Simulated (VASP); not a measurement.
# NaF (F-43m) in VASP: a series of runs, part 3 of 3

VASP 6.6.1. The steps go on from the part before.

## 5. Single point, r2SCAN (volume changed by +3%)

POSCAR

```
NaF
1.0
    0.0000000000      2.5563249913      2.5563249913
    2.5563249913      0.0000000000      2.5563249913
    2.5563249913      2.5563249913      0.0000000000
Na F
1 1
Direct
    0.0000000000      0.0000000000      0.0000000000
    0.2500000000      0.2500000000      0.2500000000
```

INCAR.step1

```
ALGO = Normal
EDIFF = 1E-4
ENCUT = 520
GGA = PE
ISMEAR = 0
LASPH = True
LCHARG = False
LREAL = False
LWAVE = True
NBANDS = 14
NELM = 60
PREC = Accurate
SIGMA = 0.01
```

INCAR.step2

```
ALGO = Normal
EDIFF = 1E-7
ENCUT = 520
ISIF = 2
ISMEAR = 0
ISTART = 1
LASPH = True
LCHARG = False
LMIXTAU = True
LREAL = False
LWAVE = False
METAGGA = R2SCAN
NBANDS = 14
NELM = 60
PREC = Accurate
SIGMA = 0.01
```

KPOINTS

```
k-points
0
Gamma
  8 8 8
```

Potentials or basis: VASP PAW PBE potentials, release 64 (Na_pv, F).

Run with:

```sh
cat potpaw_PBE.64/Na_pv/POTCAR potpaw_PBE.64/F/POTCAR > POTCAR
cp INCAR.step1 INCAR
mpirun -np 1 vasp_std > vasp.out
cp INCAR.step2 INCAR
mpirun -np 1 vasp_std > vasp.out
```

OUTCAR:

```text
EDIFF = 1E-7
   ENCUT = 520
   ISIF = 2
   ISMEAR = 0
   ISTART = 1
   LASPH = True
   LREAL = False
   METAGGA = R2SCAN
   NELM = 60
   PREC = Accurate

 ion  position               nearest neighbor table
   1  0.000  0.000  0.000-   2 2.21   2 2.21   2 2.21   2 2.21
   2  0.250  0.250  0.250-   1 2.21   1 2.21   1 2.21   1 2.21

  LATTYP: Found a face centered cubic cell.
 ALAT       =     5.1126499826

  Lattice vectors:

 A1 = (   0.0000000000,   2.5563249913,   2.5563249913)
 A2 = (   2.5563249913,   0.0000000000,   2.5563249913)
 A3 = (   2.5563249913,   2.5563249913,   0.0000000000)

Analysis of symmetry for initial positions (statically):
=====================================================================
 Subroutine PRICEL returns:
 Original cell was already a primitive cell.

 Routine SETGRP: Setting up the symmetry group for a
 face centered cubic supercell.

 Subroutine GETGRP returns: Found 24 space group operations
 (whereof 24 operations were pure point group operations)
 out of a pool of 48 trial point group operations.

The static configuration has the point symmetry T_d .

Analysis of symmetry for dynamics (positions and initial velocities):
=====================================================================
 Subroutine PRICEL returns:
 Original cell was already a primitive cell.

 Routine SETGRP: Setting up the symmetry group for a
 face centered cubic supercell.

 Subroutine GETGRP returns: Found 24 space group operations
 (whereof 24 operations were pure point group operations)
 out of a pool of 48 trial point group operations.

The dynamic configuration has the point symmetry T_d .

 Subroutine INISYM returns: Found 24 space group operations
 (whereof 24 operations are pure point group operations),
 and found     1 'primitive' translations

----------------------------------------------------------------------------------------

                                     Primitive cell

  volume of cell :      33.4101

  direct lattice vectors                    reciprocal lattice vectors
     0.000000000  2.556324991  2.556324991    -0.195593284  0.195593284  0.195593284
     2.556324991  0.000000000  2.556324991     0.195593284 -0.195593284  0.195593284
     2.556324991  2.556324991  0.000000000     0.195593284  0.195593284 -0.195593284

  length of vectors
     3.615189473  3.615189473  3.615189473     0.338777505  0.338777505  0.338777505

  position of ions in fractional coordinates (direct lattice)
     0.000000000  0.000000000  0.000000000
     0.250000000  0.250000000  0.250000000

  ion indices of the primitive-cell ions
   primitive index   ion index
                 1           1
                 2           2

----------------------------------------------------------------------------------------

 KPOINTS: k-points

Automatic generation of k-mesh.
 Grid dimensions read from file:
 generate k-points for:    8    8    8

 Generating k-lattice:

  Cartesian coordinates                     Fractional coordinates (reciprocal lattice)
    -0.024449160  0.024449160  0.024449160     0.125000000  0.000000000  0.000000000
[... 41 lines left out ...]
   k-points           NKPTS =     29   k-points in BZ     NKDIM =     29   number of bands    NBANDS=     14
   number of dos      NEDOS =    301   number of ions     NIONS =      2
   total plane-waves  NPLWV =  21952
   dimension x,y,z NGX =    28 NGY =   28 NGZ =   28
   dimension x,y,z NGXF=    56 NGYF=   56 NGZF=   56
   ions per type =               1   1
   NGX,Y,Z   is equivalent  to a cutoff of  12.88, 12.88, 12.88 a.u.
   NGXF,Y,Z  is equivalent  to a cutoff of  25.75, 25.75, 25.75 a.u.
 SYSTEM =  unknown system
   PREC   = accura    normal or accurate (medium, high low for compatibility)
   ISTART =      1    job   : 0-new  1-cont  2-samecut
   ICHARG =      0    charge: 1-file 2-atom 10-const
   ISPIN  =      1    spin polarized calculation?
   LNONCOLLINEAR =      F non collinear calculations
   LSORBIT =      F    spin-orbit coupling
   LASPH  =      T    aspherical Exc in radial PAW
   ENCUT  =  520.0 eV  38.22 Ry    6.18 a.u.   6.72  6.72  6.72*2*pi/ulx,y,z
   NELM   =     60;   NELMIN=  2; NELMDL=  0     # of ELM steps
   EDIFF  = 0.1E-06   stopping-criterion for ELM
   LREAL  =      F    real-space projection
   EDIFFG = 0.1E-05   stopping-criterion for IOM
   NSW    =      0    number of steps for IOM
   IBRION =     -1    ionic relax: 0-MD 1-quasi-New 2-CG
   NFREE  =      0    steps in history (QN), initial steepest desc. (CG)
   ISIF   =      2    stress and relaxation
   ISYM   =      2    0-nonsym 1-usesym 2-fastsym
   POTIM  = 0.5000    time-step for ionic-motion
   TEBEG  =    0.0;   TEEND  =   0.0 temperature during run
   PSTRESS=    0.0 pullay stress
   NELECT =      14.0000    total number of electrons
   NUPDOWN=      -1.0000    fix difference up-down
   EMIN   =  10.00;   EMAX   =-10.00  energy-range for DOS
   EFERMI =   0.00;   METHOD = LEGACY
   ISMEAR =     0;   SIGMA  =   0.01  broadening in eV -4-tet -1-fermi 0-gaus
   EFERMI_NEDOS =   21; number of points for ismear=-14 and -15
   IALGO  =     38    algorithm
   IMIX   =      4    mixing-type and parameters
     AMIX     =   0.40;   BMIX     =  1.00
     AMIX_MAG =   1.60;   BMIX_MAG =  1.00
  volume/ion in A,a.u.               =      16.71       112.73
  Fermi-wavevector in a.u.,A,eV,Ry     =   1.225062  2.315032 20.419313  1.500777
  Thomas-Fermi vector in A             =   2.360114
   LORBIT       =      0    0 simple, 1 ext, 2 COOP (PROOUT), +10 PAW based schemes
   METAGGA = R2SCAN    functional components
   LHFCALC =     F    Hartree Fock is set to
   AEXX    =    0.0000 exact exchange contribution
   IVDW    =     0    specifies the selected vdW correction
   LEPSILON=     F    determine dielectric tensor
   LRPA    =     F    only Hartree local field effects (RPA)
 non-spin polarized calculation
 Gauss-broadening in eV      SIGMA  =   0.01
  energy-cutoff  :      520.00
  volume of cell :       33.41
 maximum number of plane-waves:       934
   NGX = 13   NGY = 13   NGZ = 13

 number of electron      13.9999993 magnetization

 Free energy of the ion-electron system (eV)
  ---------------------------------------------------
  ext. energy  EPLUGINS =         0.00000000
  ---------------------------------------------------
  free energy    TOTEN  =       -12.31686462 eV

  energy without entropy =      -12.31686462  energy(sigma->0) =      -12.31686462

 E-fermi :  -3.9754     XC(G=0):  -8.0924

 val. band max:       -4.0652755014   @ k =   0.0000   0.0000   0.0000
 cond. band min:       2.1135075472   @ k =   0.0000   0.0000   0.0000
 fundamental gap:      6.1787830486
 Fermi energy:        -3.9753680242

 k-point     1 :       0.0000    0.0000    0.0000
  band No.  band energies     occupation
      1     -23.9091      2.00000
      2     -23.5857      2.00000
      3     -23.5854      2.00000
      4     -23.5854      2.00000
      5      -4.0653      2.00000
      6      -4.0653      2.00000
      7      -4.0653      2.00000
      8       2.1135      0.00000
      9      16.1341      0.00000
     10      16.1341      0.00000
     11      16.1343      0.00000
     12      17.3693      0.00000
     13      17.3693      0.00000
     14      17.3694      0.00000
[... 377 lines left out ...]
      1     -24.3889      2.00000
      2     -23.6178      2.00000
      3     -23.6012      2.00000
      4     -23.0250      2.00000
      5      -4.6993      2.00000
      6      -4.3031      2.00000
      7      -4.1424      2.00000
      8       6.5696      0.00000
      9       8.1485      0.00000
     10      11.5274      0.00000
     11      13.3896      0.00000
     12      17.4948      0.00000
     13      18.3409      0.00000
     14      20.9050      0.00000

 [... further k-points ...]

------------------------ aborting loop because EDIFF is reached ----------------------------------------

  FORCE on cell =-STRESS in cart. coord.  units (eV):
  Direction    XX          YY          ZZ          XY          YZ          ZX
  --------------------------------------------------------------------------------------
  -------------------------------------------------------------------------------------
  Total       -0.3004296     -0.3004296     -0.3004296      0.0000000      0.0000000      0.0000000
  in kB      -14.4070523    -14.4070523    -14.4070523      0.0000000      0.0000000      0.0000000
  external PRESSURE =     -14.4070523 kB  Pullay stress =       0.0000000 kB

 VOLUME and BASIS-vectors are now :
 -----------------------------------------------------------------------------
  energy-cutoff  :      520.00
  volume of cell :       33.41
      direct lattice vectors                 reciprocal lattice vectors
     0.000000000  2.556324991  2.556324991    -0.195593284  0.195593284  0.195593284
     2.556324991  0.000000000  2.556324991     0.195593284 -0.195593284  0.195593284
     2.556324991  2.556324991  0.000000000     0.195593284  0.195593284 -0.195593284

 POSITION                                       TOTAL-FORCE (eV/Angst)
 -----------------------------------------------------------------------------------
      0.00000      0.00000      0.00000         0.000000      0.000000     -0.000000
      1.27816      1.27816      1.27816        -0.000000     -0.000000      0.000000
 -----------------------------------------------------------------------------------
    total drift:                                0.000022      0.000022      0.000022

  FREE ENERGIE OF THE ION-ELECTRON SYSTEM (eV)
  ---------------------------------------------------
  free  energy   TOTEN  =       -12.3168646173 eV

  energy  without entropy=      -12.3168646173  energy(sigma->0) =      -12.31686462
```

OUTCAR.step1:

```text
EDIFF = 1E-4
   ENCUT = 520
   GGA = PE
   ISMEAR = 0
   LASPH = True
[... 628 lines left out ...]
 -----------------------------------------------------------------------------------
      0.00000      0.00000      0.00000        -0.000000     -0.000000     -0.000000
      1.27816      1.27816      1.27816         0.000000      0.000000      0.000000
 -----------------------------------------------------------------------------------
    total drift:                               -0.000001     -0.000001     -0.000001

  FREE ENERGIE OF THE ION-ELECTRON SYSTEM (eV)
  ---------------------------------------------------
  free  energy   TOTEN  =        -8.3932965074 eV

  energy  without entropy=       -8.3932965074  energy(sigma->0) =       -8.39329651
```

Run time: 2.8 min. Hardware: 1 thread of AMD EPYC 7R13, shared host; peak memory 0.13 GiB.

Results:

| Property | Result |
| --- | --- |
| Free energy | -12.3169 eV |
| Pressure | -1.4 GPa |
| Band gap on the k mesh | 6.18 eV, direct |

Levels at points of the mesh, in eV from the valence-band top:
```
           k point  band 5  band 6  band 7  band 8  band 9  band 10
(0.00, 0.00, 0.00)    0.00    0.00    0.00    6.18   20.20    20.20
(0.50, 0.00, 0.00)   -0.78   -0.03   -0.03   10.39   11.57    17.83
(0.50, 0.50, 0.00)   -0.71   -0.15   -0.15   10.36   12.55    17.26
```

Caveat: the PAW data sets were made with another functional, which shifts forces and pressure a little. A k mesh can miss the band edges.

## 6. Single point, r2SCAN (volume changed by +6%)

POSCAR

```
NaF
1.0
    0.0000000000      2.5809065472      2.5809065472
    2.5809065472      0.0000000000      2.5809065472
    2.5809065472      2.5809065472      0.0000000000
Na F
1 1
Direct
    0.0000000000      0.0000000000      0.0000000000
    0.2500000000      0.2500000000      0.2500000000
```

INCAR.step1

```
PREC = Accurate
ENCUT = 520
ISMEAR = 0
SIGMA = 0.01
LREAL = False
LASPH = True
NELM = 60
NBANDS = 14
GGA = PE
ALGO = Normal
EDIFF = 1E-4
LWAVE = True
LCHARG = False
```

INCAR.step2

```
PREC = Accurate
ENCUT = 520
EDIFF = 1E-6
ISMEAR = 0
SIGMA = 0.01
LREAL = False
LASPH = True
NELM = 60
ALGO = Normal
ISIF = 2
LWAVE = False
LCHARG = False
METAGGA = R2SCAN
LMIXTAU = True
NBANDS = 14
ISTART = 1
```

KPOINTS

```
Automatic mesh
0
Gamma
  8 8 8
```

Potentials or basis: VASP PAW PBE potentials, release 64 (Na_pv, F).

Run with:

```sh
cat potpaw_PBE.64/Na_pv/POTCAR potpaw_PBE.64/F/POTCAR > POTCAR
cp INCAR.step1 INCAR
mpirun -np 1 vasp_std > vasp.out
cp INCAR.step2 INCAR
mpirun -np 1 vasp_std > vasp.out
```

Wall time 2.4 min (1 thread of AMD EPYC 7R13, shared host); peak memory 0.13 GiB.

The run converged. Its results:

```
Free energy            : -12.3059 eV
Pressure               : -2.3 GPa
Band gap on the k mesh : 6.09 eV, direct
```

Levels at points of the mesh, in eV from the valence-band top:
```
           k point  band 3  band 4  band 5  band 6  band 7  band 8  band 9  band 10  band 11  band 12
(0.00, 0.00, 0.00)  -19.63  -19.63    0.00    0.00    0.00    6.09   19.91    19.91    19.91    21.12
(0.50, 0.00, 0.00)  -19.64  -19.11   -0.75   -0.03   -0.03   10.25   11.37    17.60    17.60    20.57
(0.50, 0.50, 0.00)  -19.65  -19.01   -0.68   -0.15   -0.15   10.25   12.38    16.93    17.52    17.52
```

Caveat: the PAW data sets were made with another functional, which shifts forces and pressure a little. A k mesh can miss the band edges.

## 7. The runs side by side

```tsv
cell	gap on the mesh (eV)	pressure (GPa)
a = 3.544 Å, angles 60.0°, 2 atoms	6.38	0.9
a = 3.580 Å, angles 60.0°, 2 atoms	6.27	-0.3
a = 3.615 Å, angles 60.0°, 2 atoms	6.18	-1.4
a = 3.650 Å, angles 60.0°, 2 atoms	6.09	-2.3
```

Alike in all rows: task single point; level r2SCAN; potentials or basis VASP PAW PBE potentials, release 64 (Na_pv, F); no spin polarisation; k mesh 8 × 8 × 8; cutoff (eV) 520; smearing gaussian 0.01 eV.

Caveats: the PAW data sets were made with another functional, which shifts forces and pressure a little.

Total energies depend on the potentials used, so only differences within one code and one set of settings carry meaning.
